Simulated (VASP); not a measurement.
# Nb2Ga3C3 (Pm-3m) in VASP: notebook

The runs below take Nb2Ga3C3 through single point, relaxation of cell and atoms, with PBE.

Program: VASP 6.6.1. These are calculated values, not measurements. Logs are shortened: lines on timing, memory, paths and dates and some standing lists are left out, and cuts for length are marked.

**1. The cell of the first run**

It takes space group Pm-3m (No. 221, cubic). The conventional cell has a = 4.868 Å, b = 4.868 Å, c = 4.868 Å, α = 90.00°, β = 90.00°, γ = 90.00°. Within 3.2 Å of Nb (site symmetry m-3m) lie 6 Ga at 2.43 Å. Nb (site symmetry m-3m) has 6 C at 2.43 Å within 3.2 Å. Ga (site symmetry 4/mmm) has 2 Nb at 2.43 Å and 4 C at 2.43 Å within 3.2 Å. Within 3.2 Å of C (site symmetry 4/mmm) lie 2 Nb at 2.43 Å and 4 Ga at 2.43 Å.

**2. Single point, PBE**

File INCAR:

```
SYSTEM = Nb2Ga3C3
PREC     = Accurate       ! precision mode
ENCUT    = 520            ! plane-wave cutoff, eV
EDIFF    = 1E-7           ! SCF threshold, eV
ISMEAR   = 0              ! smearing method
SIGMA    = 0.1            ! smearing width, eV
LREAL    = .False.        ! projectors in reciprocal space
LASPH    = .True.         ! aspherical terms in the spheres
NELM     = 60             ! most SCF steps
ALGO     = Normal         ! electronic algorithm
ISIF     = 2              ! what is computed and relaxed
LWAVE    = .False.        ! write WAVECAR
LCHARG   = .False.        ! write CHGCAR
GGA      = PE             ! functional
NBANDS   = 48             ! bands
```

File KPOINTS:

```
regular mesh
0
Gamma
  4 4 4
  0 0 0
```

File POSCAR:

```
Nb2Ga3C3
1.0
    4.8681268583      0.0000000000      0.0000000000
    0.0000000000      4.8681268583      0.0000000000
    0.0000000000      0.0000000000      4.8681268583
Nb Ga C
2 3 3
Direct
    0.5000000000      0.5000000000      0.5000000000
    0.0000000000      0.0000000000      0.0000000000
    0.0000000000      0.5000000000      0.5000000000
    0.5000000000      0.0000000000      0.5000000000
    0.5000000000      0.5000000000      0.0000000000
    0.5000000000      0.0000000000      0.0000000000
    0.0000000000      0.5000000000      0.0000000000
    0.0000000000      0.0000000000      0.5000000000
```

Potentials or basis: VASP PAW PBE potentials, release 64 (Nb_sv, Ga_d, C).

The run is started by

```console
cat potpaw_PBE.64/Nb_sv/POTCAR potpaw_PBE.64/Ga_d/POTCAR potpaw_PBE.64/C/POTCAR > POTCAR
mpirun -np 1 vasp_std > vasp.out
```

OUTCAR:

```text
SYSTEM = Nb2Ga3C3
   PREC = Accurate
   ENCUT = 520
   EDIFF = 1E-7
   ISMEAR = 0
   LREAL = .False.
   LASPH = .True.
   NELM = 60
   ISIF = 2
   GGA = PE

 ion  position               nearest neighbor table
   1  0.500  0.500  0.500-   3 2.43   4 2.43   5 2.43   5 2.43   4 2.43   3 2.43
   2  0.000  0.000  0.000-   6 2.43   7 2.43   8 2.43   8 2.43   7 2.43   6 2.43
   3  0.000  0.500  0.500-   1 2.43   7 2.43   8 2.43   7 2.43   8 2.43   1 2.43
   4  0.500  0.000  0.500-   1 2.43   6 2.43   8 2.43   6 2.43   1 2.43   8 2.43
   5  0.500  0.500  0.000-   1 2.43   6 2.43   7 2.43   1 2.43   6 2.43   7 2.43
   6  0.500  0.000  0.000-   2 2.43   4 2.43   5 2.43   4 2.43   5 2.43   2 2.43
   7  0.000  0.500  0.000-   2 2.43   3 2.43   5 2.43   3 2.43   2 2.43   5 2.43
   8  0.000  0.000  0.500-   2 2.43   3 2.43   4 2.43   2 2.43   3 2.43   4 2.43

  LATTYP: Found a simple cubic cell.
 ALAT       =     4.8681268583

  Lattice vectors:

 A1 = (   4.8681268583,   0.0000000000,   0.0000000000)
 A2 = (   0.0000000000,   4.8681268583,   0.0000000000)
 A3 = (   0.0000000000,   0.0000000000,   4.8681268583)

Analysis of symmetry for initial positions (statically):
=====================================================================
 Subroutine PRICEL returns:
 Original cell was already a primitive cell.

 Routine SETGRP: Setting up the symmetry group for a
 simple cubic supercell.

 Subroutine GETGRP returns: Found 48 space group operations
[... 9 lines left out ...]

 Routine SETGRP: Setting up the symmetry group for a
 simple cubic supercell.

 Subroutine GETGRP returns: Found 48 space group operations
[... 11 lines left out ...]
                                     Primitive cell

  volume of cell :     115.3681

  direct lattice vectors                    reciprocal lattice vectors
     4.868126858  0.000000000  0.000000000     0.205417819  0.000000000  0.000000000
     0.000000000  4.868126858  0.000000000     0.000000000  0.205417819  0.000000000
     0.000000000  0.000000000  4.868126858     0.000000000  0.000000000  0.205417819

  length of vectors
     4.868126858  4.868126858  4.868126858     0.205417819  0.205417819  0.205417819

  position of ions in fractional coordinates (direct lattice)
     0.500000000  0.500000000  0.500000000
     0.000000000  0.000000000  0.000000000
     0.000000000  0.500000000  0.500000000
     0.500000000  0.000000000  0.500000000
     0.500000000  0.500000000  0.000000000
     0.500000000  0.000000000  0.000000000
     0.000000000  0.500000000  0.000000000
     0.000000000  0.000000000  0.500000000

  ion indices of the primitive-cell ions
   primitive index   ion index
                 1           1
                 2           2
                 3           3
[... 68 lines left out ...]
   ISIF   =      2    stress and relaxation
   ISYM   =      2    0-nonsym 1-usesym 2-fastsym
   POTIM  = 0.5000    time-step for ionic-motion
   TEBEG  =    0.0;   TEEND  =   0.0 temperature during run
   PSTRESS=    0.0 pullay stress
   NELECT =      77.0000    total number of electrons
   NUPDOWN=      -1.0000    fix difference up-down
   EMIN   =  10.00;   EMAX   =-10.00  energy-range for DOS
   EFERMI =   0.00;   METHOD = LEGACY
   ISMEAR =     0;   SIGMA  =   0.10  broadening in eV -4-tet -1-fermi 0-gaus
   EFERMI_NEDOS =   21; number of points for ismear=-14 and -15
   IALGO  =     38    algorithm
   IMIX   =      4    mixing-type and parameters
     AMIX     =   0.40;   BMIX     =  1.00
     AMIX_MAG =   1.60;   BMIX_MAG =  1.00
  volume/ion in A,a.u.               =      14.42        97.32
  Fermi-wavevector in a.u.,A,eV,Ry     =   1.430682  2.703597 27.849108  2.046852
  Thomas-Fermi vector in A             =   2.550501
   LORBIT       =      0    0 simple, 1 ext, 2 COOP (PROOUT), +10 PAW based schemes
   GGA     = PE    functional components
   LHFCALC =     F    Hartree Fock is set to
   AEXX    =    0.0000 exact exchange contribution
   IVDW    =     0    specifies the selected vdW correction
   LEPSILON=     F    determine dielectric tensor
   LRPA    =     F    only Hartree local field effects (RPA)
 non-spin polarized calculation
 Gauss-broadening in eV      SIGMA  =   0.10
  energy-cutoff  :      520.00
  volume of cell :      115.37
 maximum number of plane-waves:      3136
   NGX = 19   NGY = 19   NGZ = 19

 number of electron      77.0000067 magnetization

 Free energy of the ion-electron system (eV)
  ---------------------------------------------------
  ext. energy  EPLUGINS =         0.00000000
  ---------------------------------------------------
  free energy    TOTEN  =       -45.18345222 eV

  energy without entropy =      -45.16326483  energy(sigma->0) =      -45.17335853

 E-fermi :   7.3434     XC(G=0): -11.6895

 val. band max:        7.2702225436   @ k =   0.0000   0.0000   0.0000
 cond. band min:       7.3542258175   @ k =   0.5000   0.5000   0.0000
 fundamental gap:      0.0840032740
 Fermi energy:         7.3433938058

 k-point     1 :       0.0000    0.0000    0.0000
  band No.  band energies     occupation
      1     -48.9148      2.00000
      2     -47.3958      2.00000
      3     -24.8393      2.00000
      4     -24.8393      2.00000
      5     -24.8393      2.00000
      6     -23.6324      2.00000
[... 499 lines left out ...]
     47      11.9204      0.00000
     48      12.7797      0.00000

------------------------ aborting loop because EDIFF is reached ----------------------------------------

  FORCE on cell =-STRESS in cart. coord.  units (eV):
  Direction    XX          YY          ZZ          XY          YZ          ZX
  --------------------------------------------------------------------------------------
  -------------------------------------------------------------------------------------
  Total        0.0186017      0.0186017      0.0186017      0.0000000     -0.0000000      0.0000000
  in kB        0.2583309      0.2583309      0.2583309      0.0000000     -0.0000000      0.0000000
  external PRESSURE =       0.2583309 kB  Pullay stress =       0.0000000 kB

 VOLUME and BASIS-vectors are now :
 -----------------------------------------------------------------------------
  energy-cutoff  :      520.00
  volume of cell :      115.37
      direct lattice vectors                 reciprocal lattice vectors
     4.868126858  0.000000000  0.000000000     0.205417819  0.000000000  0.000000000
     0.000000000  4.868126858  0.000000000     0.000000000  0.205417819  0.000000000
     0.000000000  0.000000000  4.868126858     0.000000000  0.000000000  0.205417819

 POSITION                                       TOTAL-FORCE (eV/Angst)
 -----------------------------------------------------------------------------------
      2.43406      2.43406      2.43406         0.000000      0.000000      0.000000
      0.00000      0.00000      0.00000         0.000000      0.000000      0.000000
      0.00000      2.43406      2.43406         0.000000      0.000000      0.000000
      2.43406      0.00000      2.43406         0.000000      0.000000      0.000000
      2.43406      2.43406      0.00000         0.000000      0.000000      0.000000
      2.43406      0.00000      0.00000         0.000000      0.000000      0.000000
      0.00000      2.43406      0.00000         0.000000      0.000000      0.000000
      0.00000      0.00000      2.43406         0.000000      0.000000      0.000000
 -----------------------------------------------------------------------------------
    total drift:                                0.000000      0.000000      0.000000

  FREE ENERGIE OF THE ION-ELECTRON SYSTEM (eV)
  ---------------------------------------------------
  free  energy   TOTEN  =       -45.1834522181 eV

  energy  without entropy=      -45.1632648334  energy(sigma->0) =      -45.17335853
```

stdout:

```text
POSCAR found type information on POSCAR NbGaC
 POSCAR found :  3 types and       8 ions
 scaLAPACK will be used
 LDA part: xc-table for (Slater+PW92), standard interpolation
 POSCAR, INCAR and KPOINTS ok, starting setup
 FFT: planning ... GRIDC
 FFT: planning ... GRID_SOFT
 FFT: planning ... GRID
 WAVECAR not read
 entering main loop
```

Run time: 51 s. Hardware: 1 thread of Intel Xeon Platinum 8375C at 2.90GHz (Ice Lake), shared host; peak memory 0.22 GiB.

Results:

* Free energy: -45.1835 eV
* Pressure: 0.0 GPa

**3. Single point, PBE**

This run uses another cell than the first one, of 16.50 Å³/atom, 1.144 times its volume.

File INCAR:

```
  ALGO = Normal
  EDIFF = 1E-6
  ENCUT = 520
  GGA = PE
  ISIF = 2
  ISMEAR = 0
  LASPH = True
  LCHARG = True
  LELF = True
  LREAL = False
  LVHAR = True
  LWAVE = False
  NBANDS = 48
  NELM = 60
  PREC = Accurate
  SIGMA = 0.1
```

File KPOINTS:

```
k-points
0
Gamma
  4 4 4
```

Edit POSCAR of step 2 so:

```diff
@@ -2,5 +2,5 @@
 1.0
-    4.8681268583      0.0000000000      0.0000000000
-    0.0000000000      4.8681268583      0.0000000000
-    0.0000000000      0.0000000000      4.8681268583
+    5.0921157100      0.0000000000      0.0000000000
+    0.0000000000      5.0921157100      0.0000000000
+    0.0000000000      0.0000000000      5.0921157100
 Nb Ga C
```

Potentials or basis: VASP PAW PBE potentials, release 64 (Nb_sv, Ga_d, C).

The run is started by

```console
cat potpaw_PBE.64/Nb_sv/POTCAR potpaw_PBE.64/Ga_d/POTCAR potpaw_PBE.64/C/POTCAR > POTCAR
mpirun -np 1 vasp_std > vasp.out
```

Run time: 72 s. Hardware: 1 thread of Intel Xeon Platinum 8375C at 2.90GHz (Ice Lake), shared host; peak memory 0.26 GiB.

The run converged. Its results:

| Property | Result |
| --- | --- |
| Free energy | -44.4399 eV |
| Pressure | -12.8 GPa |

Levels at points of the mesh, in eV from the Fermi level:
```csv
k point,band 36,band 37,band 38,band 39,band 40,band 41
"(0.00, 0.00, 0.00)",-0.61,-0.61,-0.61,-0.06,-0.06,-0.06
"(0.50, 0.00, 0.00)",-0.33,-0.33,-0.19,-0.02,0.77,1.14
"(0.50, 0.50, 0.00)",-1.00,-0.23,-0.14,0.56,0.56,0.65
"(0.50, 0.50, 0.50)",-0.52,-0.52,-0.52,0.30,0.30,0.30
```

**4. Single point, PBE**

File INCAR:

```
SYSTEM = Nb2Ga3C3
  ALGO = Normal
  EDIFF = 1E-6
  ENCUT = 520
  GGA = PE
  ISIF = 2
  ISMEAR = 0
  LASPH = .TRUE.
  LCHARG = .FALSE.
  LREAL = .FALSE.
  LWAVE = .FALSE.
  NBANDS = 48
  NELM = 80
  PREC = Accurate
  SIGMA = 0.1
```

File KPOINTS:

```
k-points
0
G
  8 8 8
  0 0 0
```

Edit POSCAR of step 3 so:

```diff
@@ -2,5 +2,5 @@
 1.0
-    5.0921157100      0.0000000000      0.0000000000
-    0.0000000000      5.0921157100      0.0000000000
-    0.0000000000      0.0000000000      5.0921157100
+    4.8681268583      0.0000000000      0.0000000000
+    0.0000000000      4.8681268583      0.0000000000
+    0.0000000000      0.0000000000      4.8681268583
 Nb Ga C
```

The run is started by

```console
cat potpaw_PBE.64/Nb_sv/POTCAR potpaw_PBE.64/Ga_d/POTCAR potpaw_PBE.64/C/POTCAR > POTCAR
mpirun -np 1 vasp_std > vasp.out
```

Wall time 7.9 min (1 thread of AMD EPYC 7R13, shared host); peak memory 0.28 GiB.

The run converged. Its results:

| Property | Result |
| --- | --- |
| Free energy | -45.1004 eV |
| Pressure | 0.1 GPa |

Levels at points of the mesh, in eV from the Fermi level:
```tsv
k point	band 34	band 35	band 36	band 37	band 38	band 39	band 40	band 41	band 42	band 43
(0.00, 0.00, 0.00)	-2.19	-2.19	-0.79	-0.79	-0.79	-0.09	-0.09	-0.09	0.61	0.61
(0.50, 0.00, 0.00)	-2.41	-2.10	-0.39	-0.39	-0.26	-0.03	0.94	1.36	1.36	1.42
(0.50, 0.50, 0.00)	-2.53	-2.12	-1.14	-0.20	0.01	0.69	0.72	0.72	1.19	1.98
(0.50, 0.50, 0.50)	-1.87	-1.87	-0.52	-0.52	-0.52	0.24	0.24	0.24	0.63	0.63
```

**5. Relaxation of cell and atoms, PBE**

This run uses another cell than the first one, of 16.50 Å³/atom, 1.144 times its volume.

File INCAR:

```
ALGO = Normal
EDIFF = 1E-6
EDIFFG = -0.04
ENCUT = 600
GGA = PE
IBRION = 2
ISIF = 3
ISMEAR = 0
LASPH = True
LCHARG = False
LREAL = False
LWAVE = False
NELM = 60
NSW = 90
PREC = Accurate
SIGMA = 0.1
```

File KPOINTS:

```
k-points
0
Gamma
  4 4 4
```

Edit POSCAR of step 4 so:

```diff
@@ -2,5 +2,5 @@
 1.0
-    4.8681268583      0.0000000000      0.0000000000
-    0.0000000000      4.8681268583      0.0000000000
-    0.0000000000      0.0000000000      4.8681268583
+    5.0921157100      0.0000000000      0.0000000000
+    0.0000000000      5.0921157100      0.0000000000
+    0.0000000000      0.0000000000      5.0921157100
 Nb Ga C
```

The run is started by

```console
cat potpaw_PBE.64/Nb_sv/POTCAR potpaw_PBE.64/Ga_d/POTCAR potpaw_PBE.64/C/POTCAR > POTCAR
mpirun -np 1 vasp_std > vasp.out
```

It took 8.1 min on 1 thread of AMD EPYC 7R13, shared host; peak memory 0.28 GiB.

It converged, with:

```yaml
Free_energy: -45.1938 eV
Relaxed_volume: 14.42 Å³/atom
Relaxed_cell: a = 4.868 Å, b = 4.868 Å, c = 4.868 Å, α = 90.00°, β = 90.00°, γ = 90.00°
Space_group_after_relaxing_to_0.05_Å: Pm-3m (No. 221)
Energy_gained_by_relaxing: 94.3 meV/atom
Ionic_steps: 3
Pressure_after_relaxing: 0.0 GPa
```

Step by step:
```csv
step,energy change (eV),largest force (eV/Å),pressure (GPa),volume (Å³)
1,0.0000,0.0000,-12.88,132.04
2,-0.5644,0.0000,9.17,108.27
3,-0.7547,0.0000,-0.02,115.36
```

Final structure:
```cif
data_structure
_symmetry_space_group_name_H-M 'P 1'
_symmetry_Int_Tables_number 1
_cell_length_a 4.8681
_cell_length_b 4.8681
_cell_length_c 4.8681
_cell_angle_alpha 90.000
_cell_angle_beta 90.000
_cell_angle_gamma 90.000
_cell_volume 115.36
loop_
_atom_site_label
_atom_site_type_symbol
_atom_site_fract_x
_atom_site_fract_y
_atom_site_fract_z
_atom_site_occupancy
Nb1 Nb 0.50000 0.50000 0.50000 1
Nb2 Nb 0.00000 0.00000 0.00000 1
Ga1 Ga 0.00000 0.50000 0.50000 1
Ga2 Ga 0.50000 0.00000 0.50000 1
Ga3 Ga 0.50000 0.50000 0.00000 1
C1 C 0.50000 0.00000 0.00000 1
C2 C 0.00000 0.50000 0.00000 1
C3 C 0.00000 0.00000 0.50000 1
```

Levels at points of the mesh, in eV from the Fermi level:
```tsv
k point	band 34	band 35	band 36	band 37	band 38	band 39	band 40	band 41	band 42	band 43
(0.00, 0.00, 0.00)	-2.17	-2.17	-0.80	-0.80	-0.80	-0.07	-0.07	-0.07	0.58	0.58
(0.50, 0.00, 0.00)	-2.39	-2.13	-0.37	-0.37	-0.26	-0.08	0.93	1.33	1.33	1.42
(0.50, 0.50, 0.00)	-2.55	-2.15	-1.13	-0.24	0.01	0.68	0.68	0.71	1.18	1.97
(0.50, 0.50, 0.50)	-1.91	-1.91	-0.56	-0.56	-0.56	0.26	0.26	0.26	0.63	0.63
```

**6. Summary**

| task | cell | k mesh | cutoff (eV) | gap on the mesh (eV) | pressure (GPa) |
| --- | --- | --- | --- | --- | --- |
| single point | a = 4.868 Å, 8 atoms | 4 × 4 × 4 | 520 | none | 0.0 |
| single point | a = 5.092 Å, 8 atoms | 4 × 4 × 4 | 520 | none | -12.8 |
| single point | a = 4.868 Å, 8 atoms | 8 × 8 × 8 | 520 | none | 0.1 |
| relaxation of cell and atoms | relaxed from a = 5.092 Å, 8 atoms | 4 × 4 × 4 | 600 | none | 0.0 |

Alike in all rows: level PBE; potentials or basis VASP PAW PBE potentials, release 64 (Nb_sv, Ga_d, C); no spin polarisation; smearing gaussian 0.1 eV.

Absolute energies hang on the potentials; compare differences alone.
